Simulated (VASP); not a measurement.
Ga3SbAs2:

```xyz
6
Lattice="4.1810 0.0000 0.0000 -2.0905 3.6209 0.0000 0.0000 0.0000 10.2313" Properties=species:S:1:pos:R:3 pbc="T T T"
As    0.0000    0.0000    0.0656
As    0.0000    2.4139    3.3433
Sb    2.0905    1.2070    6.8150
Ga    0.0000    2.4139    0.8494
Ga    2.0905    1.2070    4.1298
Ga    0.0000    0.0000    7.8175
```

| Property | Result |
| --- | --- |
| Program | VASP 6.6.1 |
| Task | relaxation of cell and atoms |
| Functional | r2SCAN |
| Potentials or basis | VASP PAW PBE potentials, release 64 (As, Sb, Ga_d) |
| Cutoff | 600 eV |
| k mesh | 6 × 6 × 2 |
| Occupations | fermi-dirac, width 0.02 eV |
| Spin | no spin polarisation |

At the start: pressure -2.3 GPa; volume 25.82 Å³/atom.

How do energy, volume and symmetry change on relaxing?

Over 14 steps the energy falls by 7.6 meV/atom and the volume is 24.82 Å³/atom (-3.9 %); space group P3m1 (No. 156, to 0.05 Å).

Step by step:
```csv
step,energy change (eV),largest force (eV/Å),pressure (GPa),volume (Å³)
1,0.0000,0.0573,-2.31,154.89
2,-0.0392,0.0643,0.95,146.71
3,-0.0454,0.0379,0.03,148.84
4,-0.0454,0.0358,-0.01,148.96
5,-0.0456,0.0174,0.00,148.93
6,-0.0456,0.0107,0.01,148.92
7,-0.0456,0.0139,0.01,148.91
8,-0.0456,0.0080,-0.04,148.95
9,-0.0456,0.0053,-0.04,148.95
10,-0.0456,0.0058,0.04,148.93
11,-0.0456,0.0078,-0.01,148.93
12,-0.0456,0.0055,-0.01,148.93
13,-0.0456,0.0055,-0.01,148.93
14,-0.0456,0.0048,-0.01,148.93
```

Final structure:
```cif
data_structure
_symmetry_space_group_name_H-M 'P 1'
_symmetry_Int_Tables_number 1
_cell_length_a 4.1259
_cell_length_b 4.1259
_cell_length_c 10.1020
_cell_angle_alpha 90.000
_cell_angle_beta 90.000
_cell_angle_gamma 120.000
_cell_volume 148.93
loop_
_atom_site_label
_atom_site_type_symbol
_atom_site_fract_x
_atom_site_fract_y
_atom_site_fract_z
_atom_site_occupancy
As1 As 0.00000 0.00000 0.00652 1
As2 As 0.33333 0.66667 0.32668 1
Sb1 Sb 0.66667 0.33333 0.66596 1
Ga1 Ga 0.33333 0.66667 0.08307 1
Ga2 Ga 0.66667 0.33333 0.40341 1
Ga3 Ga 0.00000 0.00000 0.76436 1
```

Caveat: the PAW data sets were made with another functional, which shifts forces and pressure a little.
